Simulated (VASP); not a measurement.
# CoSi2 (I4/mmm) in VASP: a series of runs, part 2 of 2

VASP 6.6.1. The steps go on from the part before.

### Step 4. Single point, PBE, collinear spin, ferromagnetic start (z stretched by +1 %, then relaxed in part)

Input file INCAR:

```
  PREC = Accurate
  ENCUT = 520
  EDIFF = 1E-6
  ISMEAR = -1
  SIGMA = 0.05
  LREAL = F
  LASPH = T
  NELM = 150
  ALGO = Normal
  ISIF = 2
  LWAVE = F
  LCHARG = F
  ISPIN = 2
  MAGMOM = 2 0 0
  LORBIT = 11
  LMAXMIX = 4
  GGA = PE
  NBANDS = 20
```

Input file KPOINTS:

```
regular mesh
0
Gamma
  15 15 15
```

Input file POSCAR:

```
CoSi2
1.0
    0.0000000000      2.6825000000      2.7093250000
    2.6825000000      0.0000000000      2.7093250000
    2.6825000000      2.6825000000      0.0000000000
Co Si
1 2
Direct
    0.0000000000      0.0000000000      0.0000000000
    0.2500000000      0.2500000000      0.2500000000
    0.7500000000      0.7500000000      0.7500000000
```

Potentials or basis: VASP PAW PBE potentials, release 64 (Co, Si).

Launch:

```bash
> cat potpaw_PBE.64/Co/POTCAR potpaw_PBE.64/Si/POTCAR > POTCAR
> mpirun -np 1 vasp_std > vasp.out
```

OUTCAR:

```text
PREC = Accurate
   ENCUT = 520
   EDIFF = 1E-6
   ISMEAR = -1
   LREAL = F
   LASPH = T
   NELM = 150
   ISIF = 2
   ISPIN = 2
   LORBIT = 11
   GGA = PE

 ion  position               nearest neighbor table
   1  0.000  0.000  0.000-   3 2.33   2 2.33   3 2.33   2 2.33   3 2.33   3 2.33   2 2.33   2 2.33

   2  0.250  0.250  0.250-   1 2.33   1 2.33   1 2.33   1 2.33   3 2.68   3 2.68   3 2.68   3 2.68
                             3 2.71   3 2.71
   3  0.750  0.750  0.750-   1 2.33   1 2.33   1 2.33   1 2.33   2 2.68   2 2.68   2 2.68   2 2.68
                             2 2.71   2 2.71

  LATTYP: Found a body centered tetragonal cell.
 ALAT       =     3.7936278811
 C/A-ratio  =     1.4283556980

  Lattice vectors:

 A1 = (  -2.6825000000,   0.0000000000,   2.7093250000)
 A2 = (   2.6825000000,   0.0000000000,   2.7093250000)
 A3 = (   0.0000000000,   2.6825000000,  -2.7093250000)

Analysis of symmetry for initial positions (statically):
=====================================================================
 Subroutine PRICEL returns:
 Original cell was already a primitive cell.

 Routine SETGRP: Setting up the symmetry group for a
 body centered tetragonal supercell.

 Subroutine GETGRP returns: Found 16 space group operations
 (whereof 16 operations were pure point group operations)
 out of a pool of 16 trial point group operations.

The static configuration has the point symmetry D_4h.

Analysis of symmetry for dynamics (positions and initial velocities):
=====================================================================
 Subroutine PRICEL returns:
 Original cell was already a primitive cell.

 Routine SETGRP: Setting up the symmetry group for a
 body centered tetragonal supercell.

 Subroutine GETGRP returns: Found 16 space group operations
 (whereof 16 operations were pure point group operations)
 out of a pool of 16 trial point group operations.

The dynamic configuration has the point symmetry D_4h.

Analysis of structural, dynamic, and magnetic symmetry:
=====================================================================
 Subroutine PRICEL returns:
[... 159 lines left out ...]

 E-fermi :   9.8719     XC(G=0): -11.6780

 val. band max:        9.8716970599   @ k =   0.4000   0.1333   0.0000
 cond. band min:       9.8726903776   @ k =   0.4667   0.1333   0.2667
 fundamental gap:      0.0009933177
 Fermi energy:         9.8718847614

 spin component 1

 k-point     1 :       0.0000    0.0000    0.0000
  band No.  band energies     occupation
      1      -3.1175      1.00000
      2       5.8645      1.00000
      3       5.8645      1.00000
      4       5.9127      1.00000
      5       8.0092      1.00000
      6       8.0540      1.00000
[... 541 lines left out ...]
     19      22.6949      0.00000
     20      26.4134      0.00000

 [... further k-points ...]

 spin component 2

 k-point     1 :       0.0000    0.0000    0.0000
  band No.  band energies     occupation
      1      -3.1175      1.00000
      2       5.8644      1.00000
      3       5.8644      1.00000
      4       5.9126      1.00000
      5       8.0092      1.00000
      6       8.0540      1.00000
[... 541 lines left out ...]
     19      22.6953      0.00000
     20      26.4135      0.00000

 [... further k-points ...]

------------------------ aborting loop because EDIFF is reached ----------------------------------------

  FORCE on cell =-STRESS in cart. coord.  units (eV):
  Direction    XX          YY          ZZ          XY          YZ          ZX
  --------------------------------------------------------------------------------------
  -------------------------------------------------------------------------------------
  Total       -0.5097956     -0.5097956     -0.7053603      0.0000000      0.0000000      0.0000000
  in kB      -20.9476864    -20.9476864    -28.9835116      0.0000000      0.0000000      0.0000000
  external PRESSURE =     -23.6262948 kB  Pullay stress =       0.0000000 kB

 VOLUME and BASIS-vectors are now :
 -----------------------------------------------------------------------------
  energy-cutoff  :      520.00
  volume of cell :       38.99
      direct lattice vectors                 reciprocal lattice vectors
     0.000000000  2.682500000  2.709325000    -0.186393290  0.186393290  0.184547812
     2.682500000  0.000000000  2.709325000     0.186393290 -0.186393290  0.184547812
     2.682500000  2.682500000  0.000000000     0.186393290  0.186393290 -0.184547812

 POSITION                                       TOTAL-FORCE (eV/Angst)
 -----------------------------------------------------------------------------------
      0.00000      0.00000      0.00000         0.000000     -0.000000     -0.000000
      1.34125      1.34125      1.35466         0.000000      0.000000      0.000000
      4.02375      4.02375      4.06399        -0.000000     -0.000000     -0.000000
 -----------------------------------------------------------------------------------
    total drift:                               -0.000000     -0.000000      0.000000

  FREE ENERGIE OF THE ION-ELECTRON SYSTEM (eV)
  ---------------------------------------------------
  free  energy   TOTEN  =       -19.2943241626 eV

  energy  without entropy=      -19.2849695400  energy(sigma->0) =      -19.28964685

 total charge

# of ion       s       p       d       tot
------------------------------------------
    1        0.532   0.702   7.579   8.814
    2        0.717   0.864   0.000   1.581
    3        0.717   0.864   0.000   1.581
--------------------------------------------------
tot          1.967   2.429   7.579  11.976

 magnetization (x)

# of ion       s       p       d       tot
------------------------------------------
    1        0.000  -0.000   0.000   0.000
    2        0.000  -0.000   0.000  -0.000
    3        0.000  -0.000   0.000  -0.000
--------------------------------------------------
tot          0.000  -0.000   0.000  -0.000
```

Wall time 2.9 min (1 thread of Intel Xeon 6975P-C (Granite Rapids), shared host); peak memory 0.41 GiB.

Results:

| Quantity | Value |
| --- | --- |
| Free energy | -19.2943 eV |
| Pressure | -2.4 GPa |
| Net moment | 0.00 μB per cell |
| Valence electrons inside the program's atomic spheres | Co 8.81; Si 1.58 |

Stress tensor (GPa, compression positive):
```
-2.09  0.00  0.00
 0.00 -2.09  0.00
 0.00  0.00 -2.90
```

Levels at points of the mesh, in eV from the Fermi level:
Spin up:
```
           k point  band 5  band 6  band 7  band 8  band 9  band 10  band 11  band 12  band 13  band 14
(0.00, 0.00, 0.00)   -1.86   -1.82    0.63    3.32    3.32     3.39     3.45     3.50     3.50     5.40
```
Spin down:
```csv
k point,band 7,band 8,band 9,band 10,band 11,band 12
"(0.00, 0.00, 0.00)",0.63,3.32,3.32,3.39,3.45,3.50
```

Caveat: the cell differs from its parent crystal (z stretched by +1 %, then relaxed in part).
